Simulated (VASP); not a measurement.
# Co (Im-3m) in VASP: single point with PBE

Aim: the single point of Co with PBE.

All numbers are computed with VASP 6.6.1; they aren't measurements. Logs are shortened: lines on timing, memory, paths and dates and some standing lists are left out, and cuts for length are marked.

## 1. The cell of the first run

It takes space group Im-3m (No. 229, cubic). Conventional cell: a = 2.935 Å, b = 2.935 Å, c = 2.935 Å, α = 90.00°, β = 90.00°, γ = 90.00°. Within 3.4 Å of Co (site symmetry m-3m) lie 14 Co at 2.54 to 2.94 Å.

This isn't the form of Co at room conditions, which is hcp.

## 2. Single point, PBE, collinear spin, ferromagnetic start

INCAR

```
PREC = Accurate
ENCUT = 600
EDIFF = 1E-6
ISMEAR = -1
SIGMA = 0.1
LREAL = False
LASPH = True
NELM = 200
ALGO = Normal
ISIF = 2
LWAVE = False
LCHARG = True
ISPIN = 2
MAGMOM = 2.08
LORBIT = 11
LMAXMIX = 4
GGA = PE
LELF = True
LVHAR = True
NBANDS = 14
GGA_COMPAT = False
```

KPOINTS

```
Automatic mesh
0
Gamma
  8 8 8
```

POSCAR

```
Co
1.0
   -1.4676020000      1.4676020000      1.4676020000
    1.4676020000     -1.4676020000      1.4676020000
    1.4676020000      1.4676020000     -1.4676020000
Co
1
Direct
    0.0000000000      0.0000000000      0.0000000000
```

Potentials or basis: VASP PAW PBE potentials, release 64 (Co).

Launch:

```bash
cat potpaw_PBE.64/Co/POTCAR > POTCAR
mpirun -np 1 vasp_std > vasp.out
```

OUTCAR:

```text
PREC = Accurate
   ENCUT = 600
   EDIFF = 1E-6
   ISMEAR = -1
   LREAL = False
   LASPH = True
   NELM = 200
   ISIF = 2
   ISPIN = 2
   LORBIT = 11
   GGA = PE

 ion  position               nearest neighbor table
   1  0.000  0.000  0.000-

  LATTYP: Found a body centered cubic cell.
 ALAT       =     2.9352040000

  Lattice vectors:

 A1 = (  -1.4676020000,   1.4676020000,   1.4676020000)
 A2 = (   1.4676020000,  -1.4676020000,   1.4676020000)
 A3 = (   1.4676020000,   1.4676020000,  -1.4676020000)

Analysis of symmetry for initial positions (statically):
=====================================================================
 Subroutine PRICEL returns:
 Original cell was already a primitive cell.

 Routine SETGRP: Setting up the symmetry group for a
 body centered cubic supercell.

 Subroutine GETGRP returns: Found 48 space group operations
 (whereof 48 operations were pure point group operations)
 out of a pool of 48 trial point group operations.

The static configuration has the point symmetry O_h .

Analysis of symmetry for dynamics (positions and initial velocities):
=====================================================================
 Subroutine PRICEL returns:
 Original cell was already a primitive cell.

 Routine SETGRP: Setting up the symmetry group for a
 body centered cubic supercell.

 Subroutine GETGRP returns: Found 48 space group operations
 (whereof 48 operations were pure point group operations)
 out of a pool of 48 trial point group operations.

The dynamic configuration has the point symmetry O_h .

Analysis of structural, dynamic, and magnetic symmetry:
=====================================================================
 Subroutine PRICEL returns:
 Original cell was already a primitive cell.

 Routine SETGRP: Setting up the symmetry group for a
 body centered cubic supercell.

 Subroutine GETGRP returns: Found 48 space group operations
 (whereof 48 operations were pure point group operations)
 out of a pool of 48 trial point group operations.

The overall configuration has the point symmetry O_h .

 Subroutine INISYM returns: Found 48 space group operations
 (whereof 48 operations are pure point group operations),
 and found     1 'primitive' translations

----------------------------------------------------------------------------------------

                                     Primitive cell

  volume of cell :      12.6440

  direct lattice vectors                    reciprocal lattice vectors
    -1.467602000  1.467602000  1.467602000     0.000000000  0.340691822  0.340691822
     1.467602000 -1.467602000  1.467602000     0.340691822  0.000000000  0.340691822
     1.467602000  1.467602000 -1.467602000     0.340691822  0.340691822  0.000000000

  length of vectors
     2.541961229  2.541961229  2.541961229     0.481810996  0.481810996  0.481810996

  position of ions in fractional coordinates (direct lattice)
     0.000000000  0.000000000  0.000000000

  ion indices of the primitive-cell ions
   primitive index   ion index
                 1           1

----------------------------------------------------------------------------------------

 KPOINTS: Automatic mesh

Automatic generation of k-mesh.
 Grid dimensions read from file:
 generate k-points for:    8    8    8

 Generating k-lattice:

  Cartesian coordinates                     Fractional coordinates (reciprocal lattice)
     0.000000000  0.042586478  0.042586478     0.125000000  0.000000000  0.000000000
     0.042586478  0.000000000  0.042586478     0.000000000  0.125000000  0.000000000
     0.042586478  0.042586478  0.000000000     0.000000000  0.000000000  0.125000000

  Length of vectors
     0.060226374  0.060226374  0.060226374

  Shift w.r.t. Gamma in fractional coordinates (k-lattice)
     0.000000000  0.000000000  0.000000000

 Subroutine IBZKPT returns following result:
 ===========================================

 Found     29 irreducible k-points:

 Following reciprocal coordinates:
            Coordinates               Weight
  0.000000  0.000000  0.000000      1.000000
  0.125000  0.000000  0.000000     12.000000
  0.250000  0.000000  0.000000     12.000000
  0.375000  0.000000  0.000000     12.000000
  0.500000  0.000000  0.000000      6.000000
  0.125000  0.125000  0.000000     24.000000
[... 16 lines left out ...]
 -0.250000  0.250000  0.250000      6.000000
 -0.375000  0.375000  0.250000     24.000000
 [... further k-points ...]
   k-points           NKPTS =     29   k-points in BZ     NKDIM =     29   number of bands    NBANDS=     14
   number of dos      NEDOS =    301   number of ions     NIONS =      1
   total plane-waves  NPLWV =   8000
   dimension x,y,z NGX =    20 NGY =   20 NGZ =   20
   dimension x,y,z NGXF=    40 NGYF=   40 NGZF=   40
   ions per type =               1
   NGX,Y,Z   is equivalent  to a cutoff of  13.08, 13.08, 13.08 a.u.
   NGXF,Y,Z  is equivalent  to a cutoff of  26.16, 26.16, 26.16 a.u.
 SYSTEM =  unknown system
   PREC   = accura    normal or accurate (medium, high low for compatibility)
   ISTART =      0    job   : 0-new  1-cont  2-samecut
   ICHARG =      2    charge: 1-file 2-atom 10-const
   ISPIN  =      2    spin polarized calculation?
   LNONCOLLINEAR =      F non collinear calculations
   LSORBIT =      F    spin-orbit coupling
   LASPH  =      T    aspherical Exc in radial PAW
   ENCUT  =  600.0 eV  44.10 Ry    6.64 a.u.   5.08  5.08  5.08*2*pi/ulx,y,z
   NELM   =    200;   NELMIN=  2; NELMDL= -5     # of ELM steps
   EDIFF  = 0.1E-05   stopping-criterion for ELM
   LREAL  =      F    real-space projection
   EDIFFG = 0.1E-04   stopping-criterion for IOM
   NSW    =      0    number of steps for IOM
   IBRION =     -1    ionic relax: 0-MD 1-quasi-New 2-CG
   NFREE  =      0    steps in history (QN), initial steepest desc. (CG)
   ISIF   =      2    stress and relaxation
   ISYM   =      2    0-nonsym 1-usesym 2-fastsym
   POTIM  = 0.5000    time-step for ionic-motion
   TEBEG  =    0.0;   TEEND  =   0.0 temperature during run
   PSTRESS=    0.0 pullay stress
   NELECT =       9.0000    total number of electrons
   NUPDOWN=      -1.0000    fix difference up-down
   EMIN   =  10.00;   EMAX   =-10.00  energy-range for DOS
   EFERMI =   0.00;   METHOD = LEGACY
   ISMEAR =    -1;   SIGMA  =   0.10  broadening in eV -4-tet -1-fermi 0-gaus
   EFERMI_NEDOS =   21; number of points for ismear=-14 and -15
   IALGO  =     38    algorithm
   IMIX   =      4    mixing-type and parameters
     AMIX     =   0.40;   BMIX     =  1.00
     AMIX_MAG =   1.60;   BMIX_MAG =  1.00
  volume/ion in A,a.u.               =      12.64        85.33
  Fermi-wavevector in a.u.,A,eV,Ry     =   1.461708  2.762228 29.070087  2.136591
  Thomas-Fermi vector in A             =   2.578008
   LORBIT       =     11    0 simple, 1 ext, 2 COOP (PROOUT), +10 PAW based schemes
   GGA     = PE    functional components
   LHFCALC =     F    Hartree Fock is set to
   AEXX    =    0.0000 exact exchange contribution
   IVDW    =     0    specifies the selected vdW correction
   LEPSILON=     F    determine dielectric tensor
   LRPA    =     F    only Hartree local field effects (RPA)
 spin polarized calculation
  energy-cutoff  :      600.00
  volume of cell :       12.64
 maximum number of plane-waves:       429
   NGX = 11   NGY = 11   NGZ = 11

 number of electron       9.0000006 magnetization       1.7952775

 Free energy of the ion-electron system (eV)
  ---------------------------------------------------
  ext. energy  EPLUGINS =         0.00000000
  ---------------------------------------------------
  free energy    TOTEN  =        -6.87783513 eV

  energy without entropy =       -6.82823074  energy(sigma->0) =       -6.85303294

 E-fermi :   8.5833     XC(G=0): -12.5331

 val. band max:        8.5764067616   @ k =   0.5000   0.0000   0.0000
 cond. band min:       8.6063701345   @ k =   0.2500   0.1250  -0.0000
 fundamental gap:      0.0299633728
 Fermi energy:         8.5833025532

 spin component 1

 k-point     1 :       0.0000    0.0000    0.0000
  band No.  band energies     occupation
      1       0.1978      1.00000
      2       5.7429      1.00000
      3       5.7429      1.00000
      4       5.7429      1.00000
      5       6.5523      1.00000
      6       6.5523      1.00000
      7      32.4289      0.00000
      8      32.4289      0.00000
      9      32.4289      0.00000
     10      36.6788      0.00000
     11      36.6788      0.00000
     12      37.1362      0.00000
     13      37.1362      0.00000
     14      37.1362      0.00000
[... 375 lines left out ...]
 k-point    24 :      -0.3750    0.3750    0.2500
  band No.  band energies     occupation
      1       4.3311      1.00000
      2       4.7475      1.00000
      3       6.1019      1.00000
      4       6.4027      1.00000
      5       7.2445      1.00000
      6       9.6136      0.00003
      7      18.4358      0.00000
      8      21.2770      0.00000
      9      24.1393      0.00000
     10      27.2769      0.00000
     11      35.9250      0.00000
     12      38.5013      0.00000
     13      40.6921      0.00000
     14      44.8964      0.00000

 [... further k-points ...]

 spin component 2

 k-point     1 :       0.0000    0.0000    0.0000
  band No.  band energies     occupation
      1       0.2110      1.00000
      2       7.3313      1.00000
      3       7.3313      1.00000
      4       7.3313      1.00000
      5       8.9225      0.03256
      6       8.9225      0.03256
      7      32.1264      0.00000
      8      32.1264      0.00000
      9      32.1264      0.00000
     10      36.7102      0.00000
     11      36.7102      0.00000
     12      37.9282      0.00000
     13      37.9282      0.00000
     14      37.9282      0.00000
[... 375 lines left out ...]
 k-point    24 :      -0.3750    0.3750    0.2500
  band No.  band energies     occupation
      1       5.4273      1.00000
      2       6.5204      1.00000
      3       7.6572      0.99990
      4       8.0832      0.99332
      5       9.0032      0.01479
      6      10.8012      0.00000
      7      18.9178      0.00000
      8      21.5873      0.00000
      9      24.5309      0.00000
     10      27.5844      0.00000
     11      36.3592      0.00000
     12      38.6829      0.00000
     13      41.0288      0.00000
     14      46.0425      0.00000

 [... further k-points ...]
[... 5 lines left out ...]
  --------------------------------------------------------------------------------------
  -------------------------------------------------------------------------------------
  Total       -1.5680191     -1.5680191     -1.5680191      0.0000000      0.0000000     -0.0000000
  in kB     -198.6904838   -198.6904838   -198.6904838      0.0000000      0.0000000     -0.0000000
  external PRESSURE =    -198.6904838 kB  Pullay stress =       0.0000000 kB

 VOLUME and BASIS-vectors are now :
 -----------------------------------------------------------------------------
  energy-cutoff  :      600.00
  volume of cell :       12.64
      direct lattice vectors                 reciprocal lattice vectors
    -1.467602000  1.467602000  1.467602000     0.000000000  0.340691822  0.340691822
     1.467602000 -1.467602000  1.467602000     0.340691822  0.000000000  0.340691822
     1.467602000  1.467602000 -1.467602000     0.340691822  0.340691822  0.000000000

 POSITION                                       TOTAL-FORCE (eV/Angst)
 -----------------------------------------------------------------------------------
      0.00000      0.00000      0.00000        -0.000000      0.000000     -0.000000
 -----------------------------------------------------------------------------------
    total drift:                                0.000000     -0.000000      0.000000

  FREE ENERGIE OF THE ION-ELECTRON SYSTEM (eV)
  ---------------------------------------------------
  free  energy   TOTEN  =        -6.8778351333 eV

  energy  without entropy=       -6.8282307387  energy(sigma->0) =       -6.85303294

 total charge

# of ion       s       p       d       tot
------------------------------------------
    1        0.433   0.412   7.166   8.011

 magnetization (x)

# of ion       s       p       d       tot
------------------------------------------
    1       -0.003  -0.044   1.887   1.840
```

It took 16 s on 1 thread of Intel Xeon 8259CL, shared host; peak memory 0.13 GiB.

Results:

```yaml
Free_energy: -6.8778 eV
Pressure: -19.9 GPa
Net_moment: 1.80 μB per cell
Site_moments: Co +1.84 μB
Valence_electrons_inside_the_program's_atomic_spheres: Co 8.01
```

Caveat: the k points lie up to 0.38 Å⁻¹ apart.
